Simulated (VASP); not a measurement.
# Ir (Im-3m) in VASP: further runs, part 2 of 2

VASP 6.6.1.

## Step 6: Single point, PBEsol (volume scaled by 0.96)

The input, INCAR:

```
SYSTEM = Ir
PREC = Accurate
ENCUT = 500
EDIFF = 1E-6
ISMEAR = -1
SIGMA = 0.1
LREAL = .FALSE.
LASPH = .TRUE.
NELM = 120
ALGO = Normal
ISIF = 2
LWAVE = .FALSE.
LCHARG = .FALSE.
GGA = PS
NBANDS = 14
GGA_COMPAT = .FALSE.
```

The input, KPOINTS:

```
Automatic mesh
0
G
  16 16 16
  0 0 0
```

The input, POSCAR:

```
Ir
1.0
   -1.5178371537      1.5178371537      1.5178371537
    1.5178371537     -1.5178371537      1.5178371537
    1.5178371537      1.5178371537     -1.5178371537
Ir
1
Direct
    0.0000000000      0.0000000000      0.0000000000
```

Potentials or basis: VASP PAW PBE potentials, release 64 (Ir_sv_GW).

Command:

```console
> cat potpaw_PBE.64/Ir_sv_GW/POTCAR > POTCAR
> mpirun -np 1 vasp_std > vasp.out
```

OUTCAR:

```text
SYSTEM = Ir
   PREC = Accurate
   ENCUT = 500
   EDIFF = 1E-6
   ISMEAR = -1
   LREAL = .FALSE.
   LASPH = .TRUE.
   NELM = 120
   ISIF = 2
   GGA = PS

 ion  position               nearest neighbor table
   1  0.000  0.000  0.000-

  LATTYP: Found a body centered cubic cell.
 ALAT       =     3.0356743074

  Lattice vectors:

 A1 = (  -1.5178371537,   1.5178371537,   1.5178371537)
 A2 = (   1.5178371537,  -1.5178371537,   1.5178371537)
 A3 = (   1.5178371537,   1.5178371537,  -1.5178371537)

Analysis of symmetry for initial positions (statically):
=====================================================================
 Subroutine PRICEL returns:
 Original cell was already a primitive cell.

 Routine SETGRP: Setting up the symmetry group for a
 body centered cubic supercell.

 Subroutine GETGRP returns: Found 48 space group operations
 (whereof 48 operations were pure point group operations)
 out of a pool of 48 trial point group operations.

The static configuration has the point symmetry O_h .

Analysis of symmetry for dynamics (positions and initial velocities):
=====================================================================
 Subroutine PRICEL returns:
 Original cell was already a primitive cell.

 Routine SETGRP: Setting up the symmetry group for a
 body centered cubic supercell.

 Subroutine GETGRP returns: Found 48 space group operations
 (whereof 48 operations were pure point group operations)
 out of a pool of 48 trial point group operations.

The dynamic configuration has the point symmetry O_h .

 Subroutine INISYM returns: Found 48 space group operations
 (whereof 48 operations are pure point group operations),
 and found     1 'primitive' translations

----------------------------------------------------------------------------------------

                                     Primitive cell

  volume of cell :      13.9874

  direct lattice vectors                    reciprocal lattice vectors
    -1.517837154  1.517837154  1.517837154     0.000000000  0.329416103  0.329416103
     1.517837154 -1.517837154  1.517837154     0.329416103  0.000000000  0.329416103
     1.517837154  1.517837154 -1.517837154     0.329416103  0.329416103  0.000000000

  length of vectors
     2.628971068  2.628971068  2.628971068     0.465864720  0.465864720  0.465864720

  position of ions in fractional coordinates (direct lattice)
     0.000000000  0.000000000  0.000000000

  ion indices of the primitive-cell ions
   primitive index   ion index
                 1           1

----------------------------------------------------------------------------------------

 KPOINTS: Automatic mesh

Automatic generation of k-mesh.
 Grid dimensions read from file:
 generate k-points for:   16   16   16

 Generating k-lattice:

  Cartesian coordinates                     Fractional coordinates (reciprocal lattice)
     0.000000000  0.020588506  0.020588506     0.062500000  0.000000000  0.000000000
     0.020588506  0.000000000  0.020588506     0.000000000  0.062500000  0.000000000
     0.020588506  0.020588506  0.000000000     0.000000000  0.000000000  0.062500000

  Length of vectors
     0.029116545  0.029116545  0.029116545

  Shift w.r.t. Gamma in fractional coordinates (k-lattice)
     0.000000000  0.000000000  0.000000000

 Subroutine IBZKPT returns following result:
 ===========================================

 Found    145 irreducible k-points:

 Following reciprocal coordinates:
            Coordinates               Weight
  0.000000  0.000000  0.000000      1.000000
  0.062500  0.000000  0.000000     12.000000
  0.125000  0.000000  0.000000     12.000000
  0.187500  0.000000  0.000000     12.000000
  0.250000  0.000000  0.000000     12.000000
  0.312500  0.000000  0.000000     12.000000
[... 16 lines left out ...]
  0.187500  0.187500  0.000000     24.000000
  0.250000  0.187500  0.000000     48.000000
 [... further k-points ...]
   k-points           NKPTS =    145   k-points in BZ     NKDIM =    145   number of bands    NBANDS=     14
   number of dos      NEDOS =    301   number of ions     NIONS =      1
   total plane-waves  NPLWV =   8000
   dimension x,y,z NGX =    20 NGY =   20 NGZ =   20
   dimension x,y,z NGXF=    40 NGYF=   40 NGZF=   40
   ions per type =               1
   NGX,Y,Z   is equivalent  to a cutoff of  12.65, 12.65, 12.65 a.u.
   NGXF,Y,Z  is equivalent  to a cutoff of  25.29, 25.29, 25.29 a.u.
 SYSTEM =  Ir
   PREC   = accura    normal or accurate (medium, high low for compatibility)
   ISTART =      0    job   : 0-new  1-cont  2-samecut
   ICHARG =      2    charge: 1-file 2-atom 10-const
   ISPIN  =      1    spin polarized calculation?
   LNONCOLLINEAR =      F non collinear calculations
   LSORBIT =      F    spin-orbit coupling
   LASPH  =      T    aspherical Exc in radial PAW
   ENCUT  =  500.0 eV  36.75 Ry    6.06 a.u.   4.79  4.79  4.79*2*pi/ulx,y,z
   NELM   =    120;   NELMIN=  2; NELMDL= -5     # of ELM steps
   EDIFF  = 0.1E-05   stopping-criterion for ELM
   LREAL  =      F    real-space projection
   EDIFFG = 0.1E-04   stopping-criterion for IOM
   NSW    =      0    number of steps for IOM
   IBRION =     -1    ionic relax: 0-MD 1-quasi-New 2-CG
   NFREE  =      0    steps in history (QN), initial steepest desc. (CG)
   ISIF   =      2    stress and relaxation
   ISYM   =      2    0-nonsym 1-usesym 2-fastsym
   POTIM  = 0.5000    time-step for ionic-motion
   TEBEG  =    0.0;   TEEND  =   0.0 temperature during run
   PSTRESS=    0.0 pullay stress
   NELECT =      17.0000    total number of electrons
   NUPDOWN=      -1.0000    fix difference up-down
   EMIN   =  10.00;   EMAX   =-10.00  energy-range for DOS
   EFERMI =   0.00;   METHOD = LEGACY
   ISMEAR =    -1;   SIGMA  =   0.10  broadening in eV -4-tet -1-fermi 0-gaus
   EFERMI_NEDOS =   21; number of points for ismear=-14 and -15
   IALGO  =     38    algorithm
   IMIX   =      4    mixing-type and parameters
     AMIX     =   0.40;   BMIX     =  1.00
     AMIX_MAG =   1.60;   BMIX_MAG =  1.00
  volume/ion in A,a.u.               =      13.99        94.39
  Fermi-wavevector in a.u.,A,eV,Ry     =   1.747079  3.301501 41.528875  3.052286
  Thomas-Fermi vector in A             =   2.818449
   LORBIT       =      0    0 simple, 1 ext, 2 COOP (PROOUT), +10 PAW based schemes
   GGA     = PS    functional components
   LHFCALC =     F    Hartree Fock is set to
   AEXX    =    0.0000 exact exchange contribution
   IVDW    =     0    specifies the selected vdW correction
   LEPSILON=     F    determine dielectric tensor
   LRPA    =     F    only Hartree local field effects (RPA)
 non-spin polarized calculation
  energy-cutoff  :      500.00
  volume of cell :       13.99
 maximum number of plane-waves:       370
   NGX =  9   NGY =  9   NGZ =  9

 number of electron      17.0000000 magnetization

 Free energy of the ion-electron system (eV)
  ---------------------------------------------------
  ext. energy  EPLUGINS =         0.00000000
  ---------------------------------------------------
  free energy    TOTEN  =        -9.72648849 eV

  energy without entropy =       -9.65531430  energy(sigma->0) =       -9.69090139

 E-fermi :  12.7056     XC(G=0): -14.7622

 val. band max:       12.7044328138   @ k =  -0.3125   0.3125   0.0625
 cond. band min:      12.7221730871   @ k =   0.2500   0.1875   0.0000
 fundamental gap:      0.0177402732
 Fermi energy:        12.7056380003

 k-point     1 :       0.0000    0.0000    0.0000
  band No.  band energies     occupation
      1     -79.8691      2.00000
      2     -36.2818      2.00000
      3     -36.2818      2.00000
      4     -36.2818      2.00000
      5       1.6817      2.00000
      6       8.9030      2.00000
      7       8.9030      2.00000
      8       8.9030      2.00000
      9      12.1292      1.99375
     10      12.1292      1.99375
     11      28.8643      0.00000
     12      28.8643      0.00000
     13      28.8643      0.00000
     14      41.1514      0.00000

 k-point     2 :       0.0625    0.0000    0.0000
  band No.  band energies     occupation
      1     -79.8658      2.00000
      2     -36.3137      2.00000
      3     -36.2927      2.00000
      4     -36.2814      2.00000
      5       1.8694      2.00000
      6       8.8138      2.00000
      7       8.8963      2.00000
      8       9.0695      2.00000
      9      12.0026      1.99823
     10      12.1345      1.99341
[... 362 lines left out ...]
 k-point    24 :       0.2500    0.1875    0.0000
  band No.  band energies     occupation
      1     -79.8005      2.00000
      2     -36.9391      2.00000
      3     -36.5569      2.00000
      4     -36.3507      2.00000
      5       5.7630      2.00000
      6       7.5302      2.00000
      7       8.4501      2.00000
      8      11.5216      1.99999
      9      12.7222      0.91751
     10      15.0957      0.00000
     11      24.3447      0.00000
     12      27.3824      0.00000
     13      29.9836      0.00000
     14      33.9043      0.00000

 [... further k-points ...]
[... 5 lines left out ...]
  --------------------------------------------------------------------------------------
  -------------------------------------------------------------------------------------
  Total        1.0691803      1.0691803      1.0691803      0.0000000      0.0000000      0.0000000
  in kB      122.4689521    122.4689521    122.4689521      0.0000000      0.0000000      0.0000000
  external PRESSURE =     122.4689521 kB  Pullay stress =       0.0000000 kB

 VOLUME and BASIS-vectors are now :
 -----------------------------------------------------------------------------
  energy-cutoff  :      500.00
  volume of cell :       13.99
      direct lattice vectors                 reciprocal lattice vectors
    -1.517837154  1.517837154  1.517837154     0.000000000  0.329416103  0.329416103
     1.517837154 -1.517837154  1.517837154     0.329416103  0.000000000  0.329416103
     1.517837154  1.517837154 -1.517837154     0.329416103  0.329416103  0.000000000

 POSITION                                       TOTAL-FORCE (eV/Angst)
 -----------------------------------------------------------------------------------
      0.00000      0.00000      0.00000        -0.000000      0.000000      0.000000
 -----------------------------------------------------------------------------------
    total drift:                                0.000000     -0.000000     -0.000000

  FREE ENERGIE OF THE ION-ELECTRON SYSTEM (eV)
  ---------------------------------------------------
  free  energy   TOTEN  =        -9.7264884887 eV

  energy  without entropy=       -9.6553143009  energy(sigma->0) =       -9.69090139
```

Run time: 30 s. Hardware: 1 thread of Intel Xeon Platinum 8259CL at 2.50GHz (Skylake/Cascade Lake), shared host; peak memory 0.15 GiB.

What came out:

* Free energy: -9.7265 eV
* Pressure: 12.2 GPa

Levels at points of the mesh, in eV from the Fermi level:
```
           k point  band 6  band 7  band 8  band 9  band 10  band 11
(0.00, 0.00, 0.00)   -3.80   -3.80   -3.80   -0.58    -0.58    16.16
(0.50, 0.00, 0.00)   -5.75   -0.75   -0.17   -0.03     2.44     8.43
(0.50, 0.50, 0.50)   -7.47    1.67    1.67    1.67     7.94     7.94
```

Caveat: the PAW data sets were made with another functional, which shifts forces and pressure a little; spin-orbit coupling is left out, which moves the levels of the heavy elements.

## Step 7: The runs side by side

| task | potentials or basis | cell | k mesh | cutoff (eV) | second run | gap on the mesh (eV) | pressure (GPa) |
| --- | --- | --- | --- | --- | --- | --- | --- |
| single point | VASP PAW PBE potentials, release 64 (Ir) | a = 2.734 Å, angles 109.5°, 1 atom | 16 × 16 × 16 | 520 | - | none | -21.1 |
| single point | VASP PAW PBE potentials, release 64 (Ir) | a = 2.768 Å, angles 109.5°, 1 atom | 16 × 16 × 16 | 520 | - | none | -28.6 |
| relaxation of cell and atoms | VASP PAW PBE potentials, release 64 (Ir) | relaxed from a = 2.639 Å, angles 109.5°, 1 atom | 14 × 14 × 14 | 600 | - | none | 0.0 |
| single point | VASP PAW PBE potentials, release 64 (Ir) | a = 2.665 Å, angles 109.5°, 1 atom | 23 × 23 × 23 | 520 | - | none | 1.0 |
| single point | VASP PAW PBE potentials, release 64 (Ir_sv_GW) | a = 2.629 Å, angles 109.5°, 1 atom | 16 × 16 × 16 | 500 | valence_matched | none | 12.2 |

Alike in all rows: level PBEsol; no spin polarisation; smearing fermi-dirac 0.1 eV.

Caveats: the PAW data sets were made with another functional, which shifts forces and pressure a little; spin-orbit coupling is left out, which moves the levels of the heavy elements.

Total energies depend on the potentials used, so only differences within one code and one set of settings carry meaning.
